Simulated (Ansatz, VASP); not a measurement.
Two plane-wave programs on BeCd3Te4

```
Be Cd Te
1.0
     0.00000    0.00000   -7.39420
     0.00000   -7.77112    0.00000
    -8.97812    0.00000    0.00000
Be Cd Te
2 6 8
Direct
  0.50284 0.82862 0.50000
  0.00284 0.17138 0.00000
  0.99856 0.67078 0.24786
  0.99856 0.67078 0.75214
  0.50139 0.84644 0.00000
  0.49856 0.32922 0.74786
  0.49856 0.32922 0.25214
  0.00139 0.15356 0.50000
  0.11452 0.87271 0.00000
  0.16847 0.82278 0.50000
  0.61283 0.68035 0.72661
  0.61283 0.68035 0.27339
  0.61452 0.12729 0.50000
  0.66847 0.17722 0.00000
  0.11283 0.31965 0.22661
  0.11283 0.31965 0.77339
```

Alike in both runs: task single point; functional PBE; k mesh 2 × 2 × 2; occupations gaussian, width 0.1 eV; no spin polarisation.

```csv
,VASP,Ansatz
version,VASP 6.6.1,Ansatz 0.2.0
potentials or method,"VASP PAW PBE potentials, release 64 (Be, Cd, Te), cutoff 520 eV","scalar-relativistic, plane waves, PAW"
valence electrons in the cell,124,252
```

Ansatz gave:

| Quantity | Value |
| --- | --- |
| gap on the k mesh at the Fermi level (eV) | 1.08 |
| least direct gap on the mesh (eV) | 1.08 |
| pressure (GPa) | 0.0 |
| traceless stress, the component that is largest in VASP (GPa) | 0.16 |
| rms of the force components (eV/Å) | 0.022 |

Which values does VASP return?

gap on the k mesh at the Fermi level (eV): 1.08; least direct gap on the mesh (eV): 1.08; pressure (GPa): 0.1; traceless stress, the component that is largest in VASP (GPa): 0.15; rms of the force components (eV/Å): 0.021.

Atom by atom the forces differ by 0.004 eV/Å (rms over components). The functional is the same, so the differences come from potentials, cutoffs and numerics. VASP's potentials hold 124 valence electrons a cell and Ansatz's 252, so a difference there can come from the potentials and not from the codes.

The k mesh is coarse, so the values compare programs but aren't converged. Spin-orbit coupling is off throughout.
